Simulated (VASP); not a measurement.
Write the native input for VASP 6.6.1 that does the following.

```yaml
Task: single point
Functional: LDA
Potentials_or_basis: VASP PAW LDA potentials, release 64 (Sn_d)
Cutoff: 520 eV
k_mesh: 6 × 6 × 6
Occupations: gaussian, width 0.1 eV
Spin: no spin polarisation
Dipole_correction: no
Further_INCAR_settings: ALGO = Normal; EDIFF = 1e-06; NBANDS = 21
```

The structure of Sn lies in POSCAR:

```
Sn
1.0
   -2.9196440750      2.9196440750      1.5938000000
    2.9196440750     -2.9196440750      1.5938000000
    2.9196440750      2.9196440750     -1.5938000000
Sn
2
Direct
    0.0000000000      0.0000000000      0.0000000000
    0.7500000000      0.2500000000      0.5000000000
```

The input as run:

INCAR

```
SYSTEM = Sn
PREC = Accurate ; ENCUT = 520
EDIFF = 1E-6 ; ISMEAR = 0
SIGMA = 0.1 ; LREAL = .False.
LASPH = .True. ; NELM = 100
ALGO = Normal ; ISIF = 2
LWAVE = .False. ; LCHARG = .False.
NBANDS = 21
```

KPOINTS

```
regular mesh
0
Gamma
  6 6 6
  0 0 0
```

Potentials or basis: VASP PAW LDA potentials, release 64 (Sn_d).

Run with:

```bash
$ cat potpaw_LDA.64/Sn_d/POTCAR > POTCAR
$ mpirun -np 1 vasp_std > vasp.out
```

It gave:

```yaml
Pressure: -2.1 GPa
Band_gap_on_the_k_mesh: zero (band 14 reaches 8.71 eV, above the bottom of band 15 at 4.89 eV)
```

Caveat: the k points lie up to 0.37 Å⁻¹ apart; spin-orbit coupling is left out, which moves the levels of the heavy elements.

It took 36 s on 1 thread of AMD EPYC 7R43 64-Core Processor (Zen 3), with other jobs on the host, peak memory 0.15 GiB.
